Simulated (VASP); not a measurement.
# HCl (I4/mmm) in VASP: a series of runs

The runs below take HCl through single point, with r2SCAN.

Program: VASP 6.6.1. These are calculated values, not measurements. Logs are shortened: lines on timing, memory, paths and dates and some standing lists are left out, and cuts for length are marked.

**1. The cell of the first run**

It takes space group I4/mmm (No. 139, tetragonal). The conventional cell has a = 3.562 Å, b = 3.562 Å, c = 5.913 Å, α = 90.00°, β = 90.00°, γ = 90.00°. Within 3.3 Å of H (site symmetry 4/mmm) lie 6 Cl at 2.52 to 2.96 Å. Cl (site symmetry 4/mmm) has 6 H at 2.52 to 2.96 Å within 3.3 Å.

**2. Single point, r2SCAN (strain -0.080 along x and y, +0.080 along z)**

POSCAR reads:

```
HCl
1.0
    0.0000000000      2.5185000000      2.9565000000
    2.5185000000      0.0000000000      2.9565000000
    2.5185000000      2.5185000000      0.0000000000
H Cl
1 1
Direct
    0.0000000000      0.0000000000      0.0000000000
    0.5000000000      0.5000000000      0.5000000000
```

INCAR.step1 reads:

```
SYSTEM = HCl
ALGO = Normal
EDIFF = 1E-4
ENCUT = 520
GGA = PE
ISMEAR = 0
LASPH = .TRUE.
LCHARG = .FALSE.
LREAL = .FALSE.
LWAVE = .TRUE.
NBANDS = 11
NELM = 100
PREC = Accurate
SIGMA = 0.15
```

INCAR.step2 reads:

```
SYSTEM = HCl
ALGO = Normal
EDIFF = 1E-7
ENCUT = 520
ISIF = 2
ISMEAR = 0
ISTART = 1
LASPH = .TRUE.
LCHARG = .FALSE.
LMIXTAU = .TRUE.
LREAL = .FALSE.
LWAVE = .FALSE.
METAGGA = R2SCAN
NBANDS = 11
NELM = 100
PREC = Accurate
SIGMA = 0.15
```

KPOINTS reads:

```
k-points
0
G
  16 16 16
  0 0 0
```

Potentials or basis: VASP PAW PBE potentials, release 64 (H, Cl).

Launch:

```console
cat potpaw_PBE.64/H/POTCAR potpaw_PBE.64/Cl/POTCAR > POTCAR
cp INCAR.step1 INCAR
mpirun -np 1 vasp_std > vasp.out
cp INCAR.step2 INCAR
mpirun -np 1 vasp_std > vasp.out
```

OUTCAR:

```text
SYSTEM = HCl
   EDIFF = 1E-7
   ENCUT = 520
   ISIF = 2
   ISMEAR = 0
   ISTART = 1
   LASPH = .TRUE.
   LREAL = .FALSE.
   METAGGA = R2SCAN
   NELM = 100
   PREC = Accurate

 ion  position               nearest neighbor table
   1  0.000  0.000  0.000-
   2  0.500  0.500  0.500-

  LATTYP: Found a body centered tetragonal cell.
 ALAT       =     3.5616968568
 C/A-ratio  =     1.6601637471

  Lattice vectors:

 A1 = (  -2.5185000000,   0.0000000000,   2.9565000000)
 A2 = (   2.5185000000,   0.0000000000,   2.9565000000)
 A3 = (   0.0000000000,   2.5185000000,  -2.9565000000)

Analysis of symmetry for initial positions (statically):
=====================================================================
 Subroutine PRICEL returns:
 Original cell was already a primitive cell.

 Routine SETGRP: Setting up the symmetry group for a
 body centered tetragonal supercell.

 Subroutine GETGRP returns: Found 16 space group operations
 (whereof 16 operations were pure point group operations)
 out of a pool of 16 trial point group operations.

The static configuration has the point symmetry D_4h.

Analysis of symmetry for dynamics (positions and initial velocities):
=====================================================================
 Subroutine PRICEL returns:
 Original cell was already a primitive cell.

 Routine SETGRP: Setting up the symmetry group for a
 body centered tetragonal supercell.

 Subroutine GETGRP returns: Found 16 space group operations
 (whereof 16 operations were pure point group operations)
 out of a pool of 16 trial point group operations.

The dynamic configuration has the point symmetry D_4h.

 Subroutine INISYM returns: Found 16 space group operations
 (whereof 16 operations are pure point group operations),
 and found     1 'primitive' translations

----------------------------------------------------------------------------------------

                                     Primitive cell

  volume of cell :      37.5052

  direct lattice vectors                    reciprocal lattice vectors
     0.000000000  2.518500000  2.956500000    -0.198530872  0.198530872  0.169118891
     2.518500000  0.000000000  2.956500000     0.198530872 -0.198530872  0.169118891
     2.518500000  2.518500000  0.000000000     0.198530872  0.198530872 -0.169118891

  length of vectors
     3.883778379  3.883778379  3.561696857     0.327765485  0.327765485  0.327765485

  position of ions in fractional coordinates (direct lattice)
     0.000000000  0.000000000  0.000000000
     0.500000000  0.500000000  0.500000000

  ion indices of the primitive-cell ions
   primitive index   ion index
                 1           1
                 2           2

----------------------------------------------------------------------------------------

 KPOINTS: k-points

Automatic generation of k-mesh.
 Grid dimensions read from file:
 generate k-points for:   16   16   16

 Generating k-lattice:

  Cartesian coordinates                     Fractional coordinates (reciprocal lattice)
    -0.012408179  0.012408179  0.010569931     0.062500000  0.000000000  0.000000000
     0.012408179 -0.012408179  0.010569931     0.000000000  0.062500000  0.000000000
     0.012408179  0.012408179 -0.010569931     0.000000000  0.000000000  0.062500000

  Length of vectors
     0.020485343  0.020485343  0.020485343

  Shift w.r.t. Gamma in fractional coordinates (k-lattice)
     0.000000000  0.000000000  0.000000000

 Subroutine IBZKPT returns following result:
 ===========================================

 Found    349 irreducible k-points:

 Following reciprocal coordinates:
            Coordinates               Weight
  0.000000  0.000000  0.000000      1.000000
  0.062500 -0.000000  0.000000      8.000000
  0.125000 -0.000000  0.000000      8.000000
  0.187500 -0.000000  0.000000      8.000000
  0.250000 -0.000000  0.000000      8.000000
  0.312500 -0.000000  0.000000      8.000000
[... 16 lines left out ...]
 -0.125000  0.062500  0.000000      8.000000
 -0.062500  0.062500  0.000000      4.000000
 [... further k-points ...]
   k-points           NKPTS =    349   k-points in BZ     NKDIM =    349   number of bands    NBANDS=     11
   number of dos      NEDOS =    301   number of ions     NIONS =      2
   total plane-waves  NPLWV =  25200
   dimension x,y,z NGX =    30 NGY =   30 NGZ =   28
   dimension x,y,z NGXF=    60 NGYF=   60 NGZF=   56
   ions per type =               1   1
   NGX,Y,Z   is equivalent  to a cutoff of  12.84, 12.84, 13.07 a.u.
   NGXF,Y,Z  is equivalent  to a cutoff of  25.68, 25.68, 26.14 a.u.
 SYSTEM =  HCl
   PREC   = accura    normal or accurate (medium, high low for compatibility)
   ISTART =      1    job   : 0-new  1-cont  2-samecut
   ICHARG =      0    charge: 1-file 2-atom 10-const
   ISPIN  =      1    spin polarized calculation?
   LNONCOLLINEAR =      F non collinear calculations
   LSORBIT =      F    spin-orbit coupling
   LASPH  =      T    aspherical Exc in radial PAW
   ENCUT  =  520.0 eV  38.22 Ry    6.18 a.u.   7.22  7.22  6.62*2*pi/ulx,y,z
   NELM   =    100;   NELMIN=  2; NELMDL=  0     # of ELM steps
   EDIFF  = 0.1E-06   stopping-criterion for ELM
   LREAL  =      F    real-space projection
   EDIFFG = 0.1E-05   stopping-criterion for IOM
   NSW    =      0    number of steps for IOM
   IBRION =     -1    ionic relax: 0-MD 1-quasi-New 2-CG
   NFREE  =      0    steps in history (QN), initial steepest desc. (CG)
   ISIF   =      2    stress and relaxation
   ISYM   =      2    0-nonsym 1-usesym 2-fastsym
   POTIM  = 0.5000    time-step for ionic-motion
   TEBEG  =    0.0;   TEEND  =   0.0 temperature during run
   PSTRESS=    0.0 pullay stress
   NELECT =       8.0000    total number of electrons
   NUPDOWN=      -1.0000    fix difference up-down
   EMIN   =  10.00;   EMAX   =-10.00  energy-range for DOS
   EFERMI =   0.00;   METHOD = LEGACY
   ISMEAR =     0;   SIGMA  =   0.15  broadening in eV -4-tet -1-fermi 0-gaus
   EFERMI_NEDOS =   21; number of points for ismear=-14 and -15
   IALGO  =     38    algorithm
   IMIX   =      4    mixing-type and parameters
     AMIX     =   0.40;   BMIX     =  1.00
     AMIX_MAG =   1.60;   BMIX_MAG =  1.00
  volume/ion in A,a.u.               =      18.75       126.55
  Fermi-wavevector in a.u.,A,eV,Ry     =   0.978155  1.848444 13.017873  0.956787
  Thomas-Fermi vector in A             =   2.108908
   LORBIT       =      0    0 simple, 1 ext, 2 COOP (PROOUT), +10 PAW based schemes
   METAGGA = R2SCAN    functional components
   LHFCALC =     F    Hartree Fock is set to
   AEXX    =    0.0000 exact exchange contribution
   IVDW    =     0    specifies the selected vdW correction
   LEPSILON=     F    determine dielectric tensor
   LRPA    =     F    only Hartree local field effects (RPA)
 non-spin polarized calculation
 Gauss-broadening in eV      SIGMA  =   0.15
  energy-cutoff  :      520.00
  volume of cell :       37.51
 maximum number of plane-waves:      1038
 NGX is ok and might be reduce to    30
   NGX = 15   NGY = 15   NGZ = 13

 number of electron       8.0000000 magnetization

 Free energy of the ion-electron system (eV)
  ---------------------------------------------------
  ext. energy  EPLUGINS =         0.00000000
  ---------------------------------------------------
  free energy    TOTEN  =        -7.44311963 eV

  energy without entropy =       -7.44070052  energy(sigma->0) =       -7.44191008

 E-fermi :  -1.8979     XC(G=0):  -8.3458

 val. band max:       -1.9045241777   @ k =   0.5000   0.0000   0.4375
 cond. band min:      -1.8669202175   @ k =   0.5000   0.5000   0.0000
 fundamental gap:      0.0376039603
 Fermi energy:        -1.8978605331

 k-point     1 :       0.0000    0.0000    0.0000
  band No.  band energies     occupation
      1     -15.9824      2.00000
      2      -2.1175      1.96160
      3      -2.1175      1.96160
      4      -2.0090      1.70549
      5      -1.8000      0.35599
      6       9.8000      0.00000
      7      10.8488      0.00000
      8      12.0973      0.00000
      9      12.0973      0.00000
     10      14.5712      0.00000
     11      14.6067      0.00000

 k-point     2 :       0.0625   -0.0000    0.0000
  band No.  band energies     occupation
      1     -15.9640      2.00000
      2      -2.6275      2.00000
      3      -2.1172      1.96132
      4      -2.0388      1.81595
      5      -1.3012      0.00000
      6       9.7456      0.00000
      7      10.8654      0.00000
      8      11.8389      0.00000
      9      12.1555      0.00000
     10      14.1692      0.00000
     11      14.7014      0.00000

 k-point     3 :       0.1250   -0.0000    0.0000
  band No.  band energies     occupation
      1     -15.9108      2.00000
      2      -3.2729      2.00000
      3      -2.1161      1.96036
      4      -2.0890      1.92841
      5      -0.7220      0.00000
      6       9.4828      0.00000
      7      10.8531      0.00000
      8      11.5563      0.00000
      9      12.2922      0.00000
     10      13.6562      0.00000
     11      13.9587      0.00000

 k-point     4 :       0.1875   -0.0000    0.0000
  band No.  band energies     occupation
      1     -15.8292      2.00000
      2      -3.8967      2.00000
      3      -2.1620      1.98724
      4      -2.1142      1.95859
      5      -0.1984      0.00000
      6       8.9295      0.00000
      7      10.8106      0.00000
      8      11.5194      0.00000
      9      12.2907      0.00000
     10      13.5137      0.00000
     11      13.5323      0.00000
[... 239 lines left out ...]
 k-point    22 :      -0.1875    0.0625    0.0000
  band No.  band energies     occupation
      1     -15.7651      2.00000
      2      -4.3364      2.00000
      3      -2.2024      1.99591
      4      -2.0741      1.90340
      5       0.1989      0.00000
      6       8.8974      0.00000
      7      10.5400      0.00000
      8      11.1863      0.00000
      9      12.1138      0.00000
     10      13.1002      0.00000
     11      14.0317      0.00000

 k-point    23 :      -0.1250    0.0625    0.0000
  band No.  band energies     occupation
      1     -15.8570      2.00000
      2      -3.7792      2.00000
      3      -2.1147      1.95908
      4      -2.0838      1.92042
      5      -0.2646      0.00000
      6       9.5884      0.00000
      7      10.6726      0.00000
      8      11.1167      0.00000
      9      12.4169      0.00000
     10      13.1144      0.00000
     11      13.6507      0.00000

 k-point    24 :      -0.0625    0.0625    0.0000
  band No.  band energies     occupation
      1     -15.9261      2.00000
      2      -3.1895      2.00000
      3      -2.0989      1.94192
      4      -2.0520      1.85395
      5      -0.7858      0.00000
      6       9.8389      0.00000
      7      11.0456      0.00000
      8      11.1351      0.00000
      9      12.2550      0.00000
     10      13.7934      0.00000
     11      13.8526      0.00000

 [... further k-points ...]
[... 5 lines left out ...]
  --------------------------------------------------------------------------------------
  -------------------------------------------------------------------------------------
  Total       -3.2710007     -3.2710007     -0.8461973      0.0000000     -0.0000000      0.0000000
  in kB     -139.7331453   -139.7331453    -36.1485117      0.0000000     -0.0000000      0.0000000
  external PRESSURE =    -105.2049341 kB  Pullay stress =       0.0000000 kB

 VOLUME and BASIS-vectors are now :
 -----------------------------------------------------------------------------
  energy-cutoff  :      520.00
  volume of cell :       37.51
      direct lattice vectors                 reciprocal lattice vectors
     0.000000000  2.518500000  2.956500000    -0.198530872  0.198530872  0.169118891
     2.518500000  0.000000000  2.956500000     0.198530872 -0.198530872  0.169118891
     2.518500000  2.518500000  0.000000000     0.198530872  0.198530872 -0.169118891

 POSITION                                       TOTAL-FORCE (eV/Angst)
 -----------------------------------------------------------------------------------
      0.00000      0.00000      0.00000         0.000000      0.000000      0.000000
      2.51850      2.51850      2.95650         0.000000      0.000000      0.000000
 -----------------------------------------------------------------------------------
    total drift:                                0.000000     -0.000000      0.000000

  FREE ENERGIE OF THE ION-ELECTRON SYSTEM (eV)
  ---------------------------------------------------
  free  energy   TOTEN  =        -7.4431196307 eV

  energy  without entropy=       -7.4407005219  energy(sigma->0) =       -7.44191008
```

Wall time 12 min (1 thread of Intel Xeon Platinum 8259CL at 2.50GHz (Skylake/Cascade Lake), shared host); peak memory 0.26 GiB.

Results:

```
Free energy            : -7.4431 eV
Pressure               : -10.5 GPa
Band gap on the k mesh : zero (band 4 reaches -2.01 eV, above the bottom of band 5 at -2.16 eV)
```

Caveat: the cell differs from its parent crystal (strain -0.080 along x and y, +0.080 along z); the PAW data sets were made with another functional, which shifts forces and pressure a little.

**3. Single point, r2SCAN (strain +0.000 along x and y, +0.080 along z)**

POSCAR reads:

```
HCl
1.0
    0.0000000000      2.7375000000      2.9565000000
    2.7375000000      0.0000000000      2.9565000000
    2.7375000000      2.7375000000      0.0000000000
H Cl
1 1
Direct
    0.0000000000      0.0000000000      0.0000000000
    0.5000000000      0.5000000000      0.5000000000
```

INCAR.step1 reads:

```
SYSTEM = HCl
  ALGO = Normal
  EDIFF = 1E-4
  ENCUT = 520
  GGA = PE
  ISMEAR = 0
  LASPH = .TRUE.
  LCHARG = .FALSE.
  LREAL = .FALSE.
  LWAVE = .TRUE.
  NBANDS = 11
  NELM = 100
  PREC = Accurate
  SIGMA = 0.15
```

INCAR.step2 reads:

```
SYSTEM = HCl
  ALGO = Normal
  EDIFF = 1E-7
  ENCUT = 520
  ISIF = 2
  ISMEAR = 0
  ISTART = 1
  LASPH = .TRUE.
  LCHARG = .TRUE.
  LELF = .TRUE.
  LMIXTAU = .TRUE.
  LREAL = .FALSE.
  LVHAR = .TRUE.
  LWAVE = .FALSE.
  METAGGA = R2SCAN
  NBANDS = 11
  NELM = 100
  PREC = Accurate
  SIGMA = 0.15
```

KPOINTS is that of step 2.

Potentials or basis: VASP PAW PBE potentials, release 64 (H, Cl).

Launch:

```console
cat potpaw_PBE.64/H/POTCAR potpaw_PBE.64/Cl/POTCAR > POTCAR
cp INCAR.step1 INCAR
mpirun -np 1 vasp_std > vasp.out
cp INCAR.step2 INCAR
mpirun -np 1 vasp_std > vasp.out
```

Run time: 12 min. Hardware: 1 thread of Intel Xeon Platinum 8259CL at 2.50GHz (Skylake/Cascade Lake), shared host; peak memory 0.28 GiB.

Results (log left out):

```yaml
Free_energy: -6.9042 eV
Pressure: -9.6 GPa
```

Stress tensor (GPa, compression positive):
```
-11.33   0.00   0.00
  0.00 -11.33   0.00
  0.00   0.00  -6.20
```

Levels at points of the mesh, in eV from the Fermi level:
| k point | band 1 | band 2 | band 3 | band 4 | band 5 | band 6 | band 7 | band 8 |
| --- | --- | --- | --- | --- | --- | --- | --- | --- |
| (0.00, 0.00, 0.00) | -13.63 | -0.23 | -0.23 | -0.14 | -0.13 | 11.51 | 12.93 | 13.45 |
| (0.50, 0.00, 0.00) | -13.33 | -2.89 | -0.39 | -0.30 | 2.19 | 8.58 | 11.60 | 12.13 |
| (0.50, 0.50, 0.00) | -13.31 | -1.64 | -0.66 | -0.66 | -0.06 | 10.37 | 11.95 | 15.51 |
| (0.50, 0.00, 0.50) | -13.22 | -1.71 | -0.93 | -0.62 | -0.12 | 10.07 | 12.78 | 14.87 |

Caveat: the cell differs from its parent crystal (strain +0.000 along x and y, +0.080 along z); the PAW data sets were made with another functional, which shifts forces and pressure a little.

(Part 1 of 2 ends here.)
